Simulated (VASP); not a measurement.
A run of VASP 6.6.1 is set up as follows.

The input POSCAR:

```
Pb
1.0
    0.0000000000      2.4750200000      2.4750200000
    2.4750200000      0.0000000000      2.4750200000
    2.4750200000      2.4750200000      0.0000000000
Pb
1
Direct
    0.0000000000      0.0000000000      0.0000000000
```

File INCAR.step1:

```
SYSTEM = Pb
ALGO = Normal ; EDIFF = 1E-4
ENCUT = 520 ; GGA = PE
ISMEAR = 0 ; LASPH = .TRUE.
LCHARG = .FALSE. ; LREAL = .FALSE.
LWAVE = .TRUE. ; NBANDS = 13
NELM = 100 ; PREC = Accurate
SIGMA = 0.1
```

File INCAR.step2:

```
SYSTEM = Pb
ALGO = Normal ; BPARAM = 11.95
CPARAM = 0.0093 ; EDIFF = 1E-7
ENCUT = 520 ; ISIF = 2
ISMEAR = 0 ; ISTART = 1
IVDW_NL = 2 ; LASPH = .TRUE.
LCHARG = .FALSE. ; LMIXTAU = .TRUE.
LREAL = .FALSE. ; LUSE_VDW = .TRUE.
LWAVE = .FALSE. ; METAGGA = R2SCAN
NBANDS = 13 ; NELM = 100
PREC = Accurate ; SIGMA = 0.1
```

Contents of KPOINTS:

```
k-points
0
G
  6 6 6
  0 0 0
```

Potentials or basis: VASP PAW PBE potentials, release 64 (Pb_d).

Run with:

```console
$ cat potpaw_PBE.64/Pb_d/POTCAR > POTCAR
$ cp INCAR.step1 INCAR
$ mpirun -np 1 vasp_std > vasp.out
$ cp INCAR.step2 INCAR
$ mpirun -np 1 vasp_std > vasp.out
```

(1) Estimate the pressure.

(2) What does it give for the band gap on the k mesh?

## Answers

(1) 1.2 GPa.

(2) zero (band 7 reaches 14.96 eV, above the bottom of band 8 at 5.55 eV).

Caveat: the k points lie up to 0.37 Å⁻¹ apart; the PAW data sets were made with another functional, which shifts forces and pressure a little; spin-orbit coupling is left out, which moves the levels of the heavy elements.
